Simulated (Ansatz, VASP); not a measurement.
Two plane-wave programs on C

Contents of POSCAR:

```
C
1.0
    2.4562483271      0.0000000000      0.0000000000
    0.0000000000      4.2529223502      0.0000000000
    0.0000000000      0.0000000000      7.1155535604
C
8
Direct
    0.5000000000      0.4166750133      0.7499220174
    0.5000000000      0.9166750133      0.2500779826
    0.5000000000      0.5833249867      0.2500779826
    0.5000000000      0.0833249867      0.7499220174
    0.0000000000      0.9166750133      0.7499220174
    0.0000000000      0.4166750133      0.2500779826
    0.0000000000      0.0833249867      0.2500779826
    0.0000000000      0.5833249867      0.7499220174
```

Contents of INCAR.step1:

```
SYSTEM = C
  PREC = Accurate
  ENCUT = 520
  ISMEAR = 0
  SIGMA = 0.1
  LREAL = .False.
  LASPH = .True.
  NELM = 80
  NBANDS = 26
  GGA = PE
  ALGO = Normal
  EDIFF = 1E-4
  LWAVE = .True.
  LCHARG = .False.
```

Contents of INCAR.step2:

```
SYSTEM = C
  PREC = Accurate
  ENCUT = 520
  EDIFF = 1E-7
  ISMEAR = 0
  SIGMA = 0.1
  LREAL = .False.
  LASPH = .True.
  NELM = 80
  ALGO = Normal
  ISIF = 2
  LWAVE = .False.
  LCHARG = .True.
  METAGGA = R2SCAN
  LMIXTAU = .True.
  LELF = .True.
  LVHAR = .True.
  NBANDS = 26
  ISTART = 1
```

Contents of KPOINTS:

```
regular mesh
0
Gamma
  14 8 6
  0 0 0
```

Input for Ansatz:

```yaml
crystal:
  lattice:
    - [2.4562483219, 0.0, 0.0]
    - [0.0, 4.2529223358, 0.0]
    - [0.0, 0.0, 7.1155533152]
  atoms:
    - { symbol: C, position: [0.5, 0.416675013, 0.7499219588] }
    - { symbol: C, position: [0.5, 0.916675013, 0.2500780412] }
    - { symbol: C, position: [0.5, 0.583324987, 0.2500780412] }
    - { symbol: C, position: [0.5, 0.083324987, 0.7499219588] }
    - { symbol: C, position: [0.0, 0.916675013, 0.7499219588] }
    - { symbol: C, position: [0.0, 0.416675013, 0.2500780412] }
    - { symbol: C, position: [0.0, 0.083324987, 0.2500780412] }
    - { symbol: C, position: [0.0, 0.583324987, 0.7499219588] }
basis:
  ecutwfc: 500
kpoints:
  mp_grid: { grid: [14, 8, 6] }
hamiltonian:
  xc: r2scan
scf:
  occupations: { method: gaussian, width: 0.1 }
output:
  forces: true
  stress: true
  eigenvalues: true
```

Alike in both runs: task single point; functional r2SCAN; k mesh 14 × 8 × 6; occupations gaussian, width 0.1 eV; no spin polarisation.

|  | VASP | Ansatz |
| --- | --- | --- |
| version | VASP 6.6.1 | Ansatz 0.2.0 |
| potentials or method | VASP PAW PBE potentials, release 64 (C), cutoff 520 eV | scalar-relativistic, plane waves, PAW |
| valence electrons in the cell | 32 | 32 |

Ansatz gave:

- gap on the k mesh at the Fermi level (eV): none
- pressure (GPa): 0.0
- traceless stress, the component that is largest in VASP (GPa): 0.05
- rms of the force components (eV/Å): 0.011

Question: What did VASP give for the same quantities?

Answer: gap on the k mesh at the Fermi level (eV): none; pressure (GPa): 0.7; traceless stress, the component that is largest in VASP (GPa): -0.69; rms of the force components (eV/Å): 0.011.

VASP's potentials were made for PBE, not for r2SCAN. Atom by atom the forces differ by 0.000 eV/Å (rms over components). A gap of «none» marks a metal or a gap that the smearing closes.
